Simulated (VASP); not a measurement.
# AlN (Cm) in VASP: single point with LDA

Aim: the single point of AlN with LDA.

All numbers are computed with VASP 6.6.1; they aren't measurements. Logs are shortened: lines on timing, memory, paths and dates and some standing lists are left out, and cuts for length are marked.

## (1) The cell of the first run

Symmetry: Cm, No. 8, monoclinic system. The conventional cell has a = 5.350 Å, b = 3.089 Å, c = 10.532 Å, α = 90.00°, β = 104.71°, γ = 90.00°. Al (site symmetry m) has 3 N at 1.88 Å within 2.5 Å. Al (site symmetry m) has 4 N at 1.88 to 1.89 Å within 2.5 Å. Al (site symmetry m) has 4 N at 1.88 to 1.89 Å within 2.5 Å. Al (site symmetry m) has 4 N at 1.88 to 1.89 Å within 2.5 Å. Within 2.5 Å of N (site symmetry m) lie 3 Al at 1.88 Å. N (site symmetry m) has 4 Al at 1.88 to 1.89 Å within 2.5 Å. Within 2.5 Å of N (site symmetry m) lie 4 Al at 1.88 to 1.89 Å. Within 2.5 Å of N (site symmetry m) lie 4 Al at 1.88 to 1.89 Å.

## (2) Single point, LDA

Contents of INCAR:

```
PREC     = Accurate       # precision mode
ENCUT    = 520            # plane-wave cutoff, eV
EDIFF    = 1E-6           # SCF threshold, eV
ISMEAR   = 0              # smearing method
SIGMA    = 0.05           # smearing width, eV
LREAL    = False          # projectors in reciprocal space
LASPH    = True           # aspherical terms in the spheres
NELM     = 80             # most SCF steps
ALGO     = Normal         # electronic algorithm
ISIF     = 2              # what is computed and relaxed
LWAVE    = False          # write WAVECAR
LCHARG   = False          # write CHGCAR
NBANDS   = 26             # bands
ISYM     = 0
```

Contents of KPOINTS:

```
regular mesh
0
Gamma
  8 8 3
```

Contents of POSCAR:

```
AlN
1.0
   -3.0886152975      0.0000000000      0.0000000000
   -1.5443076488     -2.6748193102      0.0000000000
   -0.7721538244     -1.3374096551     10.1871685333
Al N
4 4
Direct
    0.3333333333     -0.1056035415      0.8778737497
    0.3333333333      0.1370342558      0.3925981551
    0.6666666667      0.5916864877      0.1499603578
    0.6666666667      0.3490486905      0.6352359524
    0.3333333333      0.2869946136      0.0926774394
    0.3333333333      0.0443568164      0.5779530340
    0.6666666667      0.4990090483      0.3353152367
    0.6666666667      0.2563712511      0.8205908312
```

Potentials or basis: VASP PAW LDA potentials, release 64 (Al, N).

Command:

```console
$ cat potpaw_LDA.64/Al/POTCAR potpaw_LDA.64/N/POTCAR > POTCAR
$ mpirun -np 1 vasp_std > vasp.out
```

OUTCAR:

```text
PREC = Accurate
   ENCUT = 520
   EDIFF = 1E-6
   ISMEAR = 0
   LREAL = False
   LASPH = True
   NELM = 80
   ISIF = 2
   ISYM = 0

 ion  position               nearest neighbor table
   1  0.333  0.894  0.878-   8 1.88   8 1.88   8 1.88   3 2.91   4 3.05   4 3.05   4 3.05
   2  0.333  0.137  0.393-   7 1.88   7 1.88   7 1.88   6 1.89   4 3.05   3 3.05   3 3.05   4 3.05
                             4 3.05   3 3.05
   3  0.667  0.592  0.150-   5 1.88   5 1.88   5 1.88   7 1.89   1 2.91   2 3.05   2 3.05   2 3.05

   4  0.667  0.349  0.635-   6 1.88   6 1.88   6 1.88   8 1.89   1 3.05   2 3.05   1 3.05   2 3.05
                             2 3.05   1 3.05
   5  0.333  0.287  0.093-   3 1.88   3 1.88   3 1.88
   6  0.333  0.044  0.578-   4 1.88   4 1.88   4 1.88   2 1.89
   7  0.667  0.499  0.335-   2 1.88   2 1.88   2 1.88   3 1.89
   8  0.667  0.256  0.821-   1 1.88   1 1.88   1 1.88   4 1.89

IMPORTANT INFORMATION: All symmetrisations will be switched off!
NOSYMM: (Re-)initialisation of all symmetry stuff for point group C_1.

----------------------------------------------------------------------------------------

                                     Primitive cell

  volume of cell :      84.1612

  direct lattice vectors                    reciprocal lattice vectors
    -3.088615298  0.000000000  0.000000000    -0.323769684  0.186928514  0.000000000
    -1.544307649 -2.674819310  0.000000000     0.000000000 -0.373857029 -0.049081352
    -0.772153824 -1.337409655 10.187168533     0.000000000  0.000000000  0.098162703

  length of vectors
     3.088615298  3.088615298 10.303557096     0.373857029  0.377065057  0.098162703

  position of ions in fractional coordinates (direct lattice)
     0.333333333  0.894396458  0.877873750
     0.333333333  0.137034256  0.392598155
     0.666666667  0.591686488  0.149960358
     0.666666667  0.349048690  0.635235952
     0.333333333  0.286994614  0.092677439
     0.333333333  0.044356816  0.577953034
     0.666666667  0.499009048  0.335315237
     0.666666667  0.256371251  0.820590831

  ion indices of the primitive-cell ions
   primitive index   ion index
                 1           1
                 2           2
                 3           3
                 4           4
                 5           5
                 6           6
                 7           7
                 8           8

----------------------------------------------------------------------------------------

 KPOINTS: regular mesh

Automatic generation of k-mesh.
 Grid dimensions read from file:
 generate k-points for:    8    8    3

 Generating k-lattice:

  Cartesian coordinates                     Fractional coordinates (reciprocal lattice)
    -0.040471211  0.023366064  0.000000000     0.125000000  0.000000000  0.000000000
     0.000000000 -0.046732129 -0.006135169     0.000000000  0.125000000 -0.000000000
     0.000000000  0.000000000  0.032720901     0.000000000  0.000000000  0.333333333

  Length of vectors
     0.046732129  0.047133132  0.032720901

  Shift w.r.t. Gamma in fractional coordinates (k-lattice)
     0.000000000  0.000000000  0.000000000

 -----------------------------------------------------------------------------
|                                                                             |
|           W    W    AA    RRRRR   N    N  II  N    N   GGGG   !!!           |
|           W    W   A  A   R    R  NN   N  II  NN   N  G    G  !!!           |
|           W    W  A    A  R    R  N N  N  II  N N  N  G       !!!           |
|           W WW W  AAAAAA  RRRRR   N  N N  II  N  N N  G  GGG   !            |
|           WW  WW  A    A  R   R   N   NN  II  N   NN  G    G                |
|           W    W  A    A  R    R  N    N  II  N    N   GGGG   !!!           |
|                                                                             |
|     Your reciprocal lattice and k-lattice belong to different lattice       |
|     classes:                                                                |
|                                                                             |
|        The reciprocal lattice is body-centered orthorhombic,                |
|        whereas your k-lattice is base-centered monoclinic.                  |
|                                                                             |
|     Results are often still useful ...                                      |
|                                                                             |
 -----------------------------------------------------------------------------

 WARNING: IBZKPT: internal override: KBLOWUP is changed to .FALSE.
      ... skipping the blow-up phase ...

 Subroutine IBZKPT returns following result:
 ===========================================

 Found     98 irreducible k-points:

 Following reciprocal coordinates:
            Coordinates               Weight
  0.000000  0.000000  0.000000      1.000000
  0.125000  0.000000  0.000000      2.000000
  0.250000  0.000000  0.000000      2.000000
  0.375000  0.000000  0.000000      2.000000
  0.500000  0.000000  0.000000      1.000000
  0.000000  0.125000 -0.000000      2.000000
[... 16 lines left out ...]
  0.125000  0.375000  0.000000      2.000000
  0.250000  0.375000  0.000000      2.000000
 [... further k-points ...]
   k-points           NKPTS =     98   k-points in BZ     NKDIM =     98   number of bands    NBANDS=     26
   number of dos      NEDOS =    301   number of ions     NIONS =      8
   total plane-waves  NPLWV =  46080
   dimension x,y,z NGX =    24 NGY =   24 NGZ =   80
   dimension x,y,z NGXF=    48 NGYF=   48 NGZF=  160
   ions per type =               4   4
   NGX,Y,Z   is equivalent  to a cutoff of  12.92, 12.92, 12.91 a.u.
   NGXF,Y,Z  is equivalent  to a cutoff of  25.84, 25.84, 25.82 a.u.
 SYSTEM =  unknown system
   PREC   = accura    normal or accurate (medium, high low for compatibility)
   ISTART =      0    job   : 0-new  1-cont  2-samecut
   ICHARG =      2    charge: 1-file 2-atom 10-const
   ISPIN  =      1    spin polarized calculation?
   LNONCOLLINEAR =      F non collinear calculations
   LSORBIT =      F    spin-orbit coupling
   LASPH  =      T    aspherical Exc in radial PAW
   ENCUT  =  520.0 eV  38.22 Ry    6.18 a.u.   5.74  5.74 19.16*2*pi/ulx,y,z
   NELM   =     80;   NELMIN=  2; NELMDL= -5     # of ELM steps
   EDIFF  = 0.1E-05   stopping-criterion for ELM
   LREAL  =      F    real-space projection
   EDIFFG = 0.1E-04   stopping-criterion for IOM
   NSW    =      0    number of steps for IOM
   IBRION =     -1    ionic relax: 0-MD 1-quasi-New 2-CG
   NFREE  =      0    steps in history (QN), initial steepest desc. (CG)
   ISIF   =      2    stress and relaxation
   ISYM   =      0    0-nonsym 1-usesym 2-fastsym
   POTIM  = 0.5000    time-step for ionic-motion
   TEBEG  =    0.0;   TEEND  =   0.0 temperature during run
   PSTRESS=    0.0 pullay stress
   NELECT =      32.0000    total number of electrons
   NUPDOWN=      -1.0000    fix difference up-down
   EMIN   =  10.00;   EMAX   =-10.00  energy-range for DOS
   EFERMI =   0.00;   METHOD = LEGACY
   ISMEAR =     0;   SIGMA  =   0.05  broadening in eV -4-tet -1-fermi 0-gaus
   EFERMI_NEDOS =   21; number of points for ismear=-14 and -15
   IALGO  =     38    algorithm
   IMIX   =      4    mixing-type and parameters
     AMIX     =   0.40;   BMIX     =  1.00
     AMIX_MAG =   1.60;   BMIX_MAG =  1.00
  volume/ion in A,a.u.               =      10.52        70.99
  Fermi-wavevector in a.u.,A,eV,Ry     =   1.186008  2.241230 19.138154  1.406615
  Thomas-Fermi vector in A             =   2.322190
   LORBIT       =      0    0 simple, 1 ext, 2 COOP (PROOUT), +10 PAW based schemes
   GGA     = CA    functional components
   LHFCALC =     F    Hartree Fock is set to
   AEXX    =    0.0000 exact exchange contribution
   IVDW    =     0    specifies the selected vdW correction
   LEPSILON=     F    determine dielectric tensor
   LRPA    =     F    only Hartree local field effects (RPA)
 non-spin polarized calculation
 Gauss-broadening in eV      SIGMA  =   0.05
  energy-cutoff  :      520.00
  volume of cell :       84.16
 maximum number of plane-waves:      2280
   NGX = 11   NGY = 11   NGZ = 39

 number of electron      32.0000001 magnetization

 Free energy of the ion-electron system (eV)
  ---------------------------------------------------
  ext. energy  EPLUGINS =         0.00000000
  ---------------------------------------------------
  free energy    TOTEN  =       -64.18174607 eV

  energy without entropy =      -64.18174607  energy(sigma->0) =      -64.18174607

 E-fermi :   6.4290     XC(G=0): -11.2275

 val. band max:        6.1805711355   @ k =   0.0000   0.0000   0.0000
 cond. band min:       9.1985122779   @ k =   0.5000   0.5000  -0.0000
 fundamental gap:      3.0179411424
 Fermi energy:         6.4289572572

 k-point     1 :       0.0000    0.0000    0.0000
  band No.  band energies     occupation
      1      -9.3972      2.00000
      2      -8.5535      2.00000
      3      -8.0218      2.00000
      4      -6.8268      2.00000
      5      -0.2733      2.00000
      6       2.1991      2.00000
[... 18 lines left out ...]
     25      16.8146      0.00000
     26      17.1216      0.00000

 k-point     2 :       0.1250    0.0000    0.0000
  band No.  band energies     occupation
      1      -9.1964      2.00000
      2      -8.3723      2.00000
      3      -7.8454      2.00000
      4      -6.6905      2.00000
      5      -0.0361      2.00000
      6       2.1821      2.00000
[... 18 lines left out ...]
     25      16.8511      0.00000
[... 608 lines left out ...]
     25      16.0947      0.00000
     26      16.8076      0.00000

 k-point    24 :       0.2500    0.3750    0.0000
  band No.  band energies     occupation
      1      -8.1521      2.00000
      2      -7.5217      2.00000
      3      -6.9549      2.00000
      4      -6.0698      2.00000
      5       0.8122      2.00000
      6       1.0297      2.00000
[... 18 lines left out ...]
     25      16.1090      0.00000
     26      16.7181      0.00000

 [... further k-points ...]

------------------------ aborting loop because EDIFF is reached ----------------------------------------

  FORCE on cell =-STRESS in cart. coord.  units (eV):
  Direction    XX          YY          ZZ          XY          YZ          ZX
  --------------------------------------------------------------------------------------
  -------------------------------------------------------------------------------------
  Total       -1.0655332     -2.8238576     -1.1748245     -1.5227173     -0.5215715      0.9033628
  in kB      -20.2845702    -53.7578155    -22.3651505    -28.9879902     -9.9291634     17.1973295
  external PRESSURE =     -32.1358454 kB  Pullay stress =       0.0000000 kB

 VOLUME and BASIS-vectors are now :
 -----------------------------------------------------------------------------
  energy-cutoff  :      520.00
  volume of cell :       84.16
      direct lattice vectors                 reciprocal lattice vectors
    -3.088615298  0.000000000  0.000000000    -0.323769684  0.186928514  0.000000000
    -1.544307649 -2.674819310  0.000000000     0.000000000 -0.373857029 -0.049081352
    -0.772153824 -1.337409655 10.187168533     0.000000000  0.000000000  0.098162703

 POSITION                                       TOTAL-FORCE (eV/Angst)
 -----------------------------------------------------------------------------------
     -3.08862     -3.56643      8.94305         0.194179     -0.112109      0.918524
     -1.54431     -0.89161      3.99946        -0.000921      0.000530     -0.472345
     -3.08862     -1.78321      1.52767        -0.202013      0.116628     -0.208208
     -3.08862     -1.78321      6.47126        -0.048372      0.027917     -0.488041
     -1.54431     -0.89161      0.94412         0.378691     -0.218538     -0.814152
     -1.54431     -0.89161      5.88770        -0.017556      0.010073      0.416255
     -3.08862     -1.78321      3.41591         0.043371     -0.024995      0.470749
     -3.08862     -1.78321      8.35950        -0.347380      0.200495      0.177218
 -----------------------------------------------------------------------------------
    total drift:                                0.000041      0.000005      0.000174

  FREE ENERGIE OF THE ION-ELECTRON SYSTEM (eV)
  ---------------------------------------------------
  free  energy   TOTEN  =       -64.1817460698 eV

  energy  without entropy=      -64.1817460698  energy(sigma->0) =      -64.18174607
```

It took 3.6 min on 1 thread of Intel Xeon 8259CL, shared host; peak memory 0.28 GiB.

What came out:

```yaml
Free_energy: -64.1817 eV
Pressure: -3.2 GPa
Largest_force: 0.945 eV/Å
Band_gap_on_the_k_mesh: 3.02 eV (least direct gap 3.22 eV)
```

Forces on the atoms (eV/Å):
```
Al   0.194 -0.112  0.919
Al  -0.001  0.001 -0.472
Al  -0.202  0.117 -0.208
Al  -0.048  0.028 -0.488
N    0.379 -0.219 -0.814
N   -0.018  0.010  0.416
N    0.043 -0.025  0.471
N   -0.347  0.200  0.177
```

Levels at points of the mesh, in eV from the valence-band top:
| k point | band 13 | band 14 | band 15 | band 16 | band 17 | band 18 | band 19 | band 20 |
| --- | --- | --- | --- | --- | --- | --- | --- | --- |
| (0.00, 0.00, 0.00) | -0.67 | -0.18 | -0.18 | 0.00 | 3.22 | 5.71 | 5.99 | 6.62 |
| (0.50, 0.00, 0.00) | -1.75 | -1.47 | -0.90 | -0.86 | 3.86 | 4.45 | 5.09 | 5.73 |
| (0.00, 0.50, 0.00) | -2.03 | -1.51 | -0.85 | -0.49 | 3.29 | 4.94 | 5.36 | 5.56 |
| (0.50, 0.50, 0.00) | -1.73 | -1.52 | -0.84 | -0.25 | 3.02 | 4.58 | 5.41 | 6.08 |

Caveat: the cell stands under tension; an odd mesh through Γ misses points on the zone boundary, where band edges can lie.
